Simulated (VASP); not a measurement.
Runs of VASP 6.6.1 on BPd4. The typed cell holds 5 atoms: a = 2.892 Å, b = 4.365 Å, c = 5.856 Å, α = 90.00°, β = 90.00°, γ = 90.00°. 

| level | potentials or basis | k mesh | further INCAR settings | gap on the mesh (eV) | pressure (GPa) | largest force (eV/Å) |
| --- | --- | --- | --- | --- | --- | --- |
| LDA | VASP PAW LDA potentials, release 64 (Pd, B) | 10 × 7 × 5 | ALGO = Fast; EDIFF = 1e-06; NBANDS = 30 | none | -12.8 | 1.30 |
| LDA | VASP PAW LDA potentials, release 64 (Pd, B) | 13 × 8 × 6 | ALGO = Fast; EDIFF = 1e-06; NBANDS = 30 | none | -12.8 | 1.29 |
| LDA | VASP PAW LDA potentials, release 64 (Pd, B) | 8 × 6 × 4 | ALGO = Fast; EDIFF = 1e-07; NBANDS = 30 | none | -12.9 | 1.28 |
| PBE | VASP PAW PBE potentials, release 64 (Pd, B) | 7 × 5 × 4 | ALGO = Fast; EDIFF = 1e-06; NBANDS = 30 | none | (a) | 1.40 |

Alike in all rows: task single point; no spin polarisation; cell as given; cutoff (eV) 520; smearing methfessel-paxton 0.05 eV.

**Question.** Fill in the values left out.

**Answer.** (a) -1.2.

Caveats: forces of over 1 eV/Å act on the atoms, so gaps and moduli don't describe the material at rest; the cell stands under tension (at least some runs).

A k mesh can miss the band edges, and the runs leave out spin-orbit coupling on Pd.

A gap of «none» marks levels without a gap at the run's occupations.
